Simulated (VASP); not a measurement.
Write the native input for VASP 6.6.1 that does the following.

```
Task                   : single point
Functional             : PBEsol
Dispersion             : D3(BJ)
Potentials or basis    : VASP PAW PBE potentials, release 64 (Bi_d)
Cutoff                 : 520 eV
k mesh                 : 9 × 9 × 9
Occupations            : fermi-dirac, width 0.05 eV
Spin                   : no spin polarisation
Dipole correction      : no
Further INCAR settings : ALGO = Normal; EDIFF = 1e-06; NBANDS = 14
```

The structure of Bi lies in POSCAR:

```
Bi
1.0
   -1.9246979276      1.9246979276      1.9246979276
    1.9246979276     -1.9246979276      1.9246979276
    1.9246979276      1.9246979276     -1.9246979276
Bi
1
Direct
    0.0000000000      0.0000000000      0.0000000000
```

These files were run (other wordings do the same):

INCAR

```
SYSTEM = Bi
PREC = Accurate
ENCUT = 520
EDIFF = 1E-6
ISMEAR = -1
SIGMA = 0.05
LREAL = .False.
LASPH = .True.
NELM = 80
ALGO = Normal
ISIF = 2
LWAVE = .False.
LCHARG = .False.
GGA = PS
IVDW = 12
NBANDS = 14
```

KPOINTS

```
regular mesh
0
Gamma
  9 9 9
  0 0 0
```

Potentials or basis: VASP PAW PBE potentials, release 64 (Bi_d).

Command:

```sh
$ cat potpaw_PBE.64/Bi_d/POTCAR > POTCAR
$ mpirun -np 1 vasp_std > vasp.out
```

Results of the run:

```
Pressure                   : -0.1 GPa
Dispersion energy per atom : -0.574 eV
```

Caveat: the PAW data sets were made with another functional, which shifts forces and pressure a little; pairwise dispersion overbinds metals, which lowers pressure and volume.

It took 24 s on 1 thread of AMD EPYC 7R13, on a shared host, peak memory 0.14 GiB.
